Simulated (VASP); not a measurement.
# Al3Si8N3 in VASP: a series of runs, part 2 of 2

VASP 6.6.1. The steps go on from the part before.

### 3 Single point, PBE

Input file INCAR:

```
SYSTEM = Al3Si8N3
  ALGO = Normal
  EDIFF = 1E-6
  ENCUT = 520
  GGA = PE
  ISIF = 2
  ISMEAR = -1
  ISYM = 0
  LASPH = .True.
  LCHARG = .False.
  LREAL = .False.
  LWAVE = .False.
  NBANDS = 41
  NELM = 80
  PREC = Accurate
  SIGMA = 0.2482
```

Input file KPOINTS:

```
Automatic mesh
0
Gamma
  1 1 1
  0.25 0.25 0.25
```

Input file POSCAR:

```
Al3Si8N3
1.0
    5.7732050000     -0.0648510000     -0.2515370000
   -0.0648510000      5.9471390000      0.0684970000
   -0.2515370000      0.0684970000      6.5273540000
Al N Si
3 3 8
Direct
    0.5613859917      0.7349570672      0.2189527324
    0.0994142484      0.0606223010      0.2733968337
    0.0788499334      0.9099489499      0.8605721250
    0.9191464178      0.2979971284      0.2608613572
    0.5615646360      0.3918055564      1.0185252368
    0.1606976236      0.6756956191      0.0772681052
    0.8862805268      0.2706562845      0.7303769952
    0.0211167082      0.5705414199      0.2904698072
    0.5814424396      0.9381432055      0.8782877858
    0.2196522037      0.3793436301      0.9607627770
    0.8721240111      0.7426510455      0.5383026704
    0.2645975245      0.5865537999      0.5705130887
    0.6254877936      0.1596944396      0.1595030288
    0.3752049910      0.1671843198      0.5642003350
```

Potentials or basis: VASP PAW PBE potentials, release 64 (Al, N, Si).

Started as:

```
cat potpaw_PBE.64/Al/POTCAR potpaw_PBE.64/N/POTCAR potpaw_PBE.64/Si/POTCAR > POTCAR
mpirun -np 1 vasp_std > vasp.out
```

Run time: 15 s. Hardware: 1 thread of AMD EPYC 9R45 (Zen 5), shared host; peak memory 0.29 GiB.

It converged, with:

* Free energy: -75.1633 eV
* Pressure: -2.1 GPa
* Largest force: 3.739 eV/Å
* Band gap on the k mesh: 0.13 eV

Forces in eV/Å, atoms in the order of the input:
```
Al  -0.782 -1.149 -0.195
Al   0.660 -1.451  0.073
Al   0.380 -0.428  0.347
N   -1.926  0.140 -0.412
N   -3.302  1.730 -0.291
N    0.290 -1.051  0.149
Si  -0.229 -0.016 -0.615
Si  -0.883 -0.960 -2.356
Si   0.718 -0.138 -2.106
Si   1.718  1.209  0.067
Si  -1.429  0.966  0.842
Si   1.854 -0.091  1.790
Si   1.939  1.236  2.598
Si   0.991  0.004  0.109
```

Stress tensor (GPa, compression positive):
```
-9.01 -7.46  0.02
-7.46 -0.47  2.11
 0.02  2.11  3.28
```

Levels at points of the mesh, in eV from the valence-band top:
| k point | band 26 | band 27 | band 28 | band 29 | band 30 | band 31 |
| --- | --- | --- | --- | --- | --- | --- |
| (0.25, 0.25, 0.25) | -0.85 | -0.42 | 0.00 | 0.13 | 0.94 | 1.27 |

Caveat: the k points lie up to 1.09 Å⁻¹ apart.

### 4 Single point, PBE

Input file INCAR:

```
  ALGO = Normal
  EDIFF = 1E-6
  ENCUT = 520
  GGA = PE
  ISIF = 2
  ISMEAR = -1
  ISYM = 0
  LASPH = True
  LCHARG = True
  LELF = True
  LREAL = False
  LVHAR = True
  LWAVE = False
  NBANDS = 41
  NELM = 100
  PREC = Accurate
  SIGMA = 0.2482
```

KPOINTS is that of step 3.

Input file POSCAR:

```
Al3Si8N3
1.0
    5.7732050000     -0.0648510000     -0.2515370000
   -0.0648510000      5.9471390000      0.0684970000
   -0.2515370000      0.0684970000      6.5273540000
Al N Si
3 3 8
Direct
    0.4993919682      0.7539144349      0.0960498972
    0.2217106062      0.1696388130      0.2320912380
    0.2295616020      1.0340960018      0.7972704963
    0.9727448265      0.3870021853      0.1826165437
    0.4223307995      0.4256602925      1.1068462610
    0.1920497578      0.7862023049      0.1401408780
    0.9078780811      0.2308110770      0.5342313382
   -0.0426829663      0.5943078077      0.4309506353
    0.8312271406      0.9289895783      0.8356535255
    0.1890926902      0.5250758250      0.9591359208
    0.6857290776      0.8558637829      0.4965667763
    0.3418654164      0.5618143260      0.5367596434
    0.7320645958      0.1618714659      0.1164578514
    0.4525106102      0.1705333828      0.5082125370
```

Potentials or basis: VASP PAW PBE potentials, release 64 (Al, N, Si).

Started as:

```
cat potpaw_PBE.64/Al/POTCAR potpaw_PBE.64/N/POTCAR potpaw_PBE.64/Si/POTCAR > POTCAR
mpirun -np 1 vasp_std > vasp.out
```

OUTCAR:

```text
EDIFF = 1E-6
   ENCUT = 520
   GGA = PE
   ISIF = 2
   ISMEAR = -1
   ISYM = 0
   LASPH = True
   LREAL = False
   NELM = 100
   PREC = Accurate

 ion  position               nearest neighbor table
   1  0.499  0.754  0.096-   6 1.84   5 1.99  10 2.36  13 2.75  11 2.82   9 2.83   3 2.91   2 3.16

   2  0.222  0.170  0.232-   4 1.96   5 2.09  14 2.15   6 2.37  10 2.73   7 2.82  13 2.87   3 2.97
                            13 3.11  12 3.13   1 3.16
   3  0.230  0.034  0.797-   9 2.40  14 2.48   7 2.69   1 2.91   2 2.97  10 3.15  10 3.19
[... 222 lines left out ...]
  energy-cutoff  :      520.00
  volume of cell :      223.68
      direct lattice vectors                 reciprocal lattice vectors
     5.773205000 -0.064851000 -0.251537000     0.173524922  0.001815417  0.006667876
    -0.064851000  5.947139000  0.068497000     0.001815417  0.168187398 -0.001694973
    -0.251537000  0.068497000  6.527354000     0.006667876 -0.001694973  0.153476174

 POSITION                                       TOTAL-FORCE (eV/Angst)
 -----------------------------------------------------------------------------------
      2.81004      4.45783      0.55298         2.455162      0.041451      0.826634
      1.21060      1.01038      1.47079        -1.483659     -0.165392     -3.354495
      1.12255      0.24250      5.14866         0.629376     -0.184802      0.426406
      5.54482      2.25098      0.97383        -1.216608     -0.771706     -0.374782
      2.38372      2.51139      0.62035         2.424203     -0.561792      0.337212
      1.02251      4.67280      0.92029        -0.547077      0.290136     -0.322124
      5.09202      1.35038      3.27456        -0.524219     -1.282733      1.012881
      5.37985      3.50187      2.61288         0.492672      0.391697     -2.815940
      4.52840      5.52816      5.30916        -0.863937      0.279202      1.137256
      0.81636      3.17613      6.24902        -3.193840      0.134463     -0.042457
      3.77845      5.07948      3.12741         0.120533     -1.071426     -1.197538
      1.80221      3.35578      3.45611         0.442272      0.454887      1.357298
      4.18657      0.92317      0.58711         0.316332      1.801593      0.316024
      2.47354      1.01965      3.21514         0.948790      0.644422      2.693625
 -----------------------------------------------------------------------------------
    total drift:                                0.000333     -0.000181      0.000309

  FREE ENERGIE OF THE ION-ELECTRON SYSTEM (eV)
  ---------------------------------------------------
  free  energy   TOTEN  =       -73.4065143930 eV

  energy  without entropy=      -72.2269070333  energy(sigma->0) =      -72.81671071
```

Run time: 16 s. Hardware: 1 thread of AMD EPYC 9R45 (Zen 5), shared host; peak memory 0.29 GiB.

Results:

```
Free energy            : -73.4065 eV
Pressure               : 0.5 GPa
Largest force          : 3.672 eV/Å
Band gap on the k mesh : 0.19 eV
```

Forces in eV/Å, atoms in the order of the input:
```
Al   2.455  0.041  0.827
Al  -1.484 -0.165 -3.354
Al   0.629 -0.185  0.426
N   -1.217 -0.772 -0.375
N    2.424 -0.562  0.337
N   -0.547  0.290 -0.322
Si  -0.524 -1.283  1.013
Si   0.493  0.392 -2.816
Si  -0.864  0.279  1.137
Si  -3.194  0.134 -0.042
Si   0.121 -1.071 -1.198
Si   0.442  0.455  1.357
Si   0.316  1.802  0.316
Si   0.949  0.644  2.694
```

Levels at points of the mesh, in eV from the valence-band top:
| k point | band 25 | band 26 | band 27 | band 28 | band 29 | band 30 | band 31 | band 32 |
| --- | --- | --- | --- | --- | --- | --- | --- | --- |
| (0.25, 0.25, 0.25) | -1.65 | -1.03 | -0.43 | 0.00 | 0.19 | 0.49 | 1.01 | 1.32 |

Caveat: the k points lie up to 1.09 Å⁻¹ apart.
